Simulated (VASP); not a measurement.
# TaAs (I4_1md) in VASP: further runs, part 2 of 2

VASP 6.6.1. The steps go on from the part before.

## (5) Single point, PBEsol

This run uses another cell than the first one, of 17.40 Å³/atom, 0.962 times its volume.

File INCAR:

```
  PREC = Accurate
  ENCUT = 520
  EDIFF = 1E-7
  ISMEAR = -1
  SIGMA = 0.05
  LREAL = F
  LASPH = T
  NELM = 80
  ALGO = Normal
  ISIF = 2
  LWAVE = F
  LCHARG = F
  GGA = PS
  NBANDS = 24
```

File KPOINTS:

```
regular mesh
0
Gamma
  8 8 8
```

File POSCAR:

```
TaAs
1.0
   -1.7218133622      1.7218133622      5.8679415361
    1.7218133622     -1.7218133622      5.8679415361
    1.7218133622      1.7218133622     -5.8679415361
Ta As
2 2
Direct
    0.4999673000      0.4999673000      0.0000000000
    0.2499673000      0.7499673000      0.5000000000
    0.0826321200      0.0826321200      0.0000000000
    0.8326321200      0.3326321200      0.5000000000
```

Potentials or basis: VASP PAW PBE potentials, release 64 (Ta_pv, As).

Launch:

```bash
cat potpaw_PBE.64/Ta_pv/POTCAR potpaw_PBE.64/As/POTCAR > POTCAR
mpirun -np 1 vasp_std > vasp.out
```

OUTCAR:

```text
PREC = Accurate
   ENCUT = 520
   EDIFF = 1E-7
   ISMEAR = -1
   LREAL = F
   LASPH = T
   NELM = 80
   ISIF = 2
   GGA = PS

 ion  position               nearest neighbor table
   1  0.500  0.500  0.000-   4 2.61   4 2.61   3 2.62   3 2.62   3 2.62   3 2.62   2 3.40   2 3.40
                             2 3.40   2 3.40
   2  0.250  0.750  0.500-   3 2.61   3 2.61   4 2.62   4 2.62   4 2.62   4 2.62   1 3.40   1 3.40
                             1 3.40   1 3.40
   3  0.083  0.083  0.000-   2 2.61   2 2.61   1 2.62   1 2.62   1 2.62   1 2.62
   4  0.833  0.333  0.500-   1 2.61   1 2.61   2 2.62   2 2.62   2 2.62   2 2.62

  LATTYP: Found a body centered tetragonal cell.
 ALAT       =     3.4436267244
 C/A-ratio  =     3.4080009279

  Lattice vectors:

 A1 = (  -1.7218133622,   1.7218133622,   5.8679415361)
 A2 = (   1.7218133622,  -1.7218133622,   5.8679415361)
 A3 = (   1.7218133622,   1.7218133622,  -5.8679415361)

Analysis of symmetry for initial positions (statically):
=====================================================================
 Subroutine PRICEL returns:
 Original cell was already a primitive cell.

 Routine SETGRP: Setting up the symmetry group for a
 body centered tetragonal supercell.

 Subroutine GETGRP returns: Found  8 space group operations
 (whereof  4 operations were pure point group operations)
 out of a pool of 16 trial point group operations.

The static configuration has the point symmetry C_2v.
 The point group associated with its full space group is C_4v.

Analysis of symmetry for dynamics (positions and initial velocities):
=====================================================================
 Subroutine PRICEL returns:
 Original cell was already a primitive cell.

 Routine SETGRP: Setting up the symmetry group for a
 body centered tetragonal supercell.

 Subroutine GETGRP returns: Found  8 space group operations
 (whereof  4 operations were pure point group operations)
 out of a pool of 16 trial point group operations.

The dynamic configuration has the point symmetry C_2v.
 The point group associated with its full space group is C_4v.

 Subroutine INISYM returns: Found  8 space group operations
 (whereof  4 operations are pure point group operations),
 and found     1 'primitive' translations

----------------------------------------------------------------------------------------

                                     Primitive cell

  volume of cell :      69.5854

  direct lattice vectors                    reciprocal lattice vectors
    -1.721813362  1.721813362  5.867941536     0.000000000  0.290391520  0.085208756
     1.721813362 -1.721813362  5.867941536     0.290391520  0.000000000  0.085208756
     1.721813362  1.721813362 -5.867941536     0.290391520  0.290391520  0.000000000

  length of vectors
     6.353111079  6.353111079  6.353111079     0.302634709  0.302634709  0.410675626

  position of ions in fractional coordinates (direct lattice)
     0.499967300  0.499967300  0.000000000
     0.249967300  0.749967300  0.500000000
     0.082632120  0.082632120  0.000000000
     0.832632120  0.332632120  0.500000000

  ion indices of the primitive-cell ions
   primitive index   ion index
                 1           1
                 2           2
                 3           3
                 4           4

[... 26 lines left out ...]
 Following reciprocal coordinates:
            Coordinates               Weight
  0.000000  0.000000  0.000000      1.000000
  0.125000  0.000000 -0.000000      8.000000
  0.250000  0.000000 -0.000000      8.000000
  0.375000  0.000000  0.000000      8.000000
  0.500000  0.000000 -0.000000      4.000000
  0.125000  0.125000 -0.000000      8.000000
[... 16 lines left out ...]
  0.250000  0.125000  0.125000     16.000000
  0.375000  0.125000  0.125000      8.000000
 [... further k-points ...]
   k-points           NKPTS =     59   k-points in BZ     NKDIM =     59   number of bands    NBANDS=     24
   number of dos      NEDOS =    301   number of ions     NIONS =      4
   total plane-waves  NPLWV = 110592
   dimension x,y,z NGX =    48 NGY =   48 NGZ =   48
   dimension x,y,z NGXF=    96 NGYF=   96 NGZF=   96
   ions per type =               2   2
   NGX,Y,Z   is equivalent  to a cutoff of  12.56, 12.56, 12.56 a.u.
   NGXF,Y,Z  is equivalent  to a cutoff of  25.12, 25.12, 25.12 a.u.
 SYSTEM =  unknown system
   PREC   = accura    normal or accurate (medium, high low for compatibility)
   ISTART =      0    job   : 0-new  1-cont  2-samecut
   ICHARG =      2    charge: 1-file 2-atom 10-const
   ISPIN  =      1    spin polarized calculation?
   LNONCOLLINEAR =      F non collinear calculations
   LSORBIT =      F    spin-orbit coupling
   LASPH  =      T    aspherical Exc in radial PAW
   ENCUT  =  520.0 eV  38.22 Ry    6.18 a.u.  11.81 11.81 11.81*2*pi/ulx,y,z
   NELM   =     80;   NELMIN=  2; NELMDL= -5     # of ELM steps
   EDIFF  = 0.1E-06   stopping-criterion for ELM
   LREAL  =      F    real-space projection
   EDIFFG = 0.1E-05   stopping-criterion for IOM
   NSW    =      0    number of steps for IOM
   IBRION =     -1    ionic relax: 0-MD 1-quasi-New 2-CG
   NFREE  =      0    steps in history (QN), initial steepest desc. (CG)
   ISIF   =      2    stress and relaxation
   ISYM   =      2    0-nonsym 1-usesym 2-fastsym
   POTIM  = 0.5000    time-step for ionic-motion
   TEBEG  =    0.0;   TEEND  =   0.0 temperature during run
   PSTRESS=    0.0 pullay stress
   NELECT =      32.0000    total number of electrons
   NUPDOWN=      -1.0000    fix difference up-down
   EMIN   =  10.00;   EMAX   =-10.00  energy-range for DOS
   EFERMI =   0.00;   METHOD = LEGACY
   ISMEAR =    -1;   SIGMA  =   0.05  broadening in eV -4-tet -1-fermi 0-gaus
   EFERMI_NEDOS =   21; number of points for ismear=-14 and -15
   IALGO  =     38    algorithm
   IMIX   =      4    mixing-type and parameters
     AMIX     =   0.40;   BMIX     =  1.00
     AMIX_MAG =   1.60;   BMIX_MAG =  1.00
  volume/ion in A,a.u.               =      17.40       117.40
  Fermi-wavevector in a.u.,A,eV,Ry     =   1.263627  2.387909 21.725142  1.596753
  Thomas-Fermi vector in A             =   2.396974
   LORBIT       =      0    0 simple, 1 ext, 2 COOP (PROOUT), +10 PAW based schemes
   GGA     = PS    functional components
   LHFCALC =     F    Hartree Fock is set to
   AEXX    =    0.0000 exact exchange contribution
   IVDW    =     0    specifies the selected vdW correction
   LEPSILON=     F    determine dielectric tensor
   LRPA    =     F    only Hartree local field effects (RPA)
 non-spin polarized calculation
  energy-cutoff  :      520.00
  volume of cell :       69.59
 maximum number of plane-waves:      1890
   NGX = 23   NGY = 23   NGZ = 23

 number of electron      32.0000002 magnetization

 Free energy of the ion-electron system (eV)
  ---------------------------------------------------
  ext. energy  EPLUGINS =         0.00000000
  ---------------------------------------------------
  free energy    TOTEN  =       -37.70497693 eV

  energy without entropy =      -37.69759318  energy(sigma->0) =      -37.70128506

 E-fermi :   6.8255     XC(G=0): -12.0123

 val. band max:        6.8193227787   @ k =  -0.2500   0.2500   0.2500
 cond. band min:       6.8673946882   @ k =  -0.1250   0.5000   0.1250
 fundamental gap:      0.0480719094
 Fermi energy:         6.8254650176

 k-point     1 :       0.0000    0.0000    0.0000
  band No.  band energies     occupation
      1     -28.1136      2.00000
      2     -28.0723      2.00000
      3     -28.0723      2.00000
      4     -27.9236      2.00000
      5     -27.9236      2.00000
      6     -27.8754      2.00000
[... 637 lines left out ...]
     23      11.4699      0.00000
     24      11.9511      0.00000

 [... further k-points ...]

------------------------ aborting loop because EDIFF is reached ----------------------------------------

  FORCE on cell =-STRESS in cart. coord.  units (eV):
  Direction    XX          YY          ZZ          XY          YZ          ZX
  --------------------------------------------------------------------------------------
  -------------------------------------------------------------------------------------
  Total       -1.3258872     -1.3258872     -1.4888045      0.0000000      0.0000000      0.0000000
  in kB      -30.5280630    -30.5280630    -34.2791728      0.0000000      0.0000000      0.0000000
  external PRESSURE =     -31.7784329 kB  Pullay stress =       0.0000000 kB

 VOLUME and BASIS-vectors are now :
 -----------------------------------------------------------------------------
  energy-cutoff  :      520.00
  volume of cell :       69.59
      direct lattice vectors                 reciprocal lattice vectors
    -1.721813362  1.721813362  5.867941536     0.000000000  0.290391520  0.085208756
     1.721813362 -1.721813362  5.867941536     0.290391520  0.000000000  0.085208756
     1.721813362  1.721813362 -5.867941536     0.290391520  0.290391520  0.000000000

 POSITION                                       TOTAL-FORCE (eV/Angst)
 -----------------------------------------------------------------------------------
      0.00000      0.00000      5.86756         0.000000     -0.000000      0.025577
      1.72181      0.00000      2.93359        -0.000000      0.000000      0.025577
      0.00000      0.00000      0.96976        -0.000000     -0.000000     -0.025577
      0.00000      1.72181      3.90373        -0.000000     -0.000000     -0.025577
 -----------------------------------------------------------------------------------
    total drift:                                0.000000      0.000000      0.000202

  FREE ENERGIE OF THE ION-ELECTRON SYSTEM (eV)
  ---------------------------------------------------
  free  energy   TOTEN  =       -37.7049769278 eV

  energy  without entropy=      -37.6975931822  energy(sigma->0) =      -37.70128506
```

It took 2.7 min on 1 thread of Intel Xeon Platinum 8488C (Sapphire Rapids), shared host; peak memory 0.37 GiB.

What came out:

```
Free energy            : -37.7050 eV
Pressure               : -3.2 GPa
Largest force          : 0.026 eV/Å
Band gap on the k mesh : zero (band 16 reaches 6.87 eV, above the bottom of band 17 at 6.82 eV)
```

Forces in eV/Å, atoms in the order of the input:
```
Ta   0.000  0.000  0.026
Ta   0.000  0.000  0.026
As   0.000  0.000 -0.026
As   0.000  0.000 -0.026
```

Caveat: the PAW data sets were made with another functional, which shifts forces and pressure a little; spin-orbit coupling is left out, which moves the levels of the heavy elements.

## (6) Single point, RPBE+D3(BJ)

This run uses another cell than the first one, of 14.70 Å³/atom, 0.812 times its volume.

File INCAR:

```
PREC = Accurate
ENCUT = 520
EDIFF = 1E-7
ISMEAR = -1
SIGMA = 0.05
LREAL = False
LASPH = True
NELM = 80
ALGO = Normal
ISIF = 2
LWAVE = False
LCHARG = False
GGA = RP
IVDW = 12
NBANDS = 24
```

File KPOINTS:

```
regular mesh
0
Gamma
  11 11 11
```

File POSCAR:

```
TaAs
1.0
   -1.6607237542      1.6607237542      5.3284471228
    1.6607237542     -1.6607237542      5.3284471228
    1.6607237542      1.6607237542     -5.3284471228
Ta As
2 2
Direct
    0.5028032428      0.5028032428      0.0000000000
    0.2528032428      0.7528032428      0.5000000000
    0.0797961772      0.0797961772      0.0000000000
    0.8297961772      0.3297961772      0.5000000000
```

Potentials or basis: VASP PAW PBE potentials, release 64 (Ta_pv, As).

Launch:

```bash
cat potpaw_PBE.64/Ta_pv/POTCAR potpaw_PBE.64/As/POTCAR > POTCAR
mpirun -np 1 vasp_std > vasp.out
```

It took 5.2 min on 1 thread of AMD EPYC 9R14 (Zen 4), shared host; peak memory 0.39 GiB.

It converged, with:

- Free energy: -48.4709 eV
- Pressure: 1.0 GPa
- Largest force: 0.008 eV/Å
- Band gap on the k mesh: zero (band 16 reaches 8.85 eV, above the bottom of band 17 at 8.83 eV)
- Dispersion energy per atom: -4.225 eV

Forces on the atoms (eV/Å):
```
Ta   0.000  0.000  0.008
Ta   0.000  0.000  0.008
As   0.000  0.000 -0.008
As   0.000  0.000 -0.008
```

Stress tensor (GPa, compression positive):
```
1.06 0.00 0.00
0.00 1.06 0.00
0.00 0.00 0.79
```

Levels at points of the mesh, in eV from the Fermi level:
```tsv
k point	band 13	band 14	band 15	band 16	band 17	band 18	band 19	band 20
(0.00, 0.00, 0.00)	-2.83	-2.02	-1.86	-1.86	0.73	1.81	3.16	3.53
```

Caveat: the PAW data sets were made with another functional, which shifts forces and pressure a little; spin-orbit coupling is left out, which moves the levels of the heavy elements; pairwise dispersion overbinds metals, which lowers pressure and volume.

## (7) The runs side by side

```tsv
level	potentials or basis	U	cell	k mesh	gap on the mesh (eV)	pressure (GPa)	largest force (eV/Å)
LDA	VASP PAW LDA potentials, release 64 (Ta_pv, As)	-	a = 6.437 Å, angles 148.6, 148.6, 45.1°, 4 atoms	11 × 11 × 11	none	-12.7	-
PBEsol+U	VASP PAW PBE potentials, release 64 (Ta_pv, As)	Ta d U = 3.0 eV	a = 6.353 Å, angles 148.6, 148.6, 45.1°, 4 atoms	11 × 11 × 11	none	1.5	0.02
PBEsol+U	VASP PAW PBE potentials, release 64 (Ta_pv, As)	Ta d U = 4.0 eV	a = 6.353 Å, angles 148.6, 148.6, 45.1°, 4 atoms	11 × 11 × 11	none	3.2	0.02
PBEsol	VASP PAW PBE potentials, release 64 (Ta_pv, As)	-	a = 6.353 Å, angles 148.6, 148.6, 45.1°, 4 atoms	8 × 8 × 8	none	-3.2	0.03
RPBE+D3(BJ)	VASP PAW PBE potentials, release 64 (Ta_pv, As)	-	a = 5.823 Å, angles 146.9, 146.9, 47.6°, 4 atoms	11 × 11 × 11	none	1.0	0.01
```

Alike in all rows: task single point; no spin polarisation; cutoff (eV) 520; smearing fermi-dirac 0.05 eV.

Caveats: spin-orbit coupling is left out, which moves the levels of the heavy elements; the PAW data sets were made with another functional, which shifts forces and pressure a little (some runs); U without spin polarisation on a metal has little footing (some runs); the U is typed as a test and isn't derived for this compound (some runs); pairwise dispersion overbinds metals, which lowers pressure and volume (some runs).

Absolute energies hang on the potentials; compare differences alone.
